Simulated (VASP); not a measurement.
A run of VASP 6.6.1 is set up as follows.

Contents of INCAR:

```
SYSTEM = MgO
PREC = Accurate ; ENCUT = 840
EDIFF = 1E-6 ; ISMEAR = 0
SIGMA = 0.5 ; LREAL = .FALSE.
LASPH = .TRUE. ; NELM = 120
ALGO = Normal ; ISIF = 2
LWAVE = .FALSE. ; LCHARG = .FALSE.
GGA = PE ; NBANDS = 15
GGA_COMPAT = .FALSE.
```

KPOINTS

```
Automatic mesh
0
G
  6 6 6
  0 0 0
```

The input POSCAR:

```
MgO
1.0
    2.6233491285      0.0000000000      0.0000000000
    0.0000000000      2.6233491285      0.0000000000
    0.0000000000      0.0000000000      2.6233491285
Mg O
1 1
Direct
    0.0000000000      0.0000000000      0.0000000000
    0.5000000000      0.5000000000      0.5000000000
```

Potentials or basis: VASP PAW PBE potentials, release 64 (Mg_sv, O).

Command:

```console
$ cat potpaw_PBE.64/Mg_sv/POTCAR potpaw_PBE.64/O/POTCAR > POTCAR
$ mpirun -np 1 vasp_std > vasp.out
```

Question: Predict the band gap on the k mesh.

Answer: 2.64 eV (least direct gap 3.66 eV).

Question: Predict the pressure.

Answer: 6.1 GPa.

Caveat: the cell stands under pressure; so wide a smearing shifts energies and pressures; the structure was generated, so it needn't be the stable form of MgO. A k mesh can miss the band edges.
